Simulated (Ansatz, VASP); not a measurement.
GaN: VASP beside Ansatz

```xyz
2
Lattice="2.2415 2.2415 0.0000 -2.2415 2.2415 0.0000 0.0000 2.2415 2.2415" Properties=species:S:1:pos:R:3 pbc="T T T"
Ga    0.0000    0.0000    0.0000
N    -1.1207    3.3622    1.1207
```

Alike in both runs: task single point; functional r2SCAN; k mesh 10 × 10 × 10; no spin polarisation.

```csv
,VASP,Ansatz
version,VASP 6.6.1,Ansatz 0.2.0
potentials or method,"VASP PAW PBE potentials, release 64 (Ga_d, N)","PAW with Ansatz's default frozen-core files, scalar-relativistic"
plane-wave cutoff (eV),520,500
occupations,"gaussian, width 0.01 eV",fixed
valence electrons in the cell,18,18
```

|  | VASP | Ansatz | Ansatz less VASP |
| --- | --- | --- | --- |
| gap on the k mesh at the Fermi level (eV) | 2.23 | 2.24 | +0.009 |
| pressure (GPa) | 3.2 | 2.0 | -1.14 |

VASP's potentials were made for PBE, not for r2SCAN.
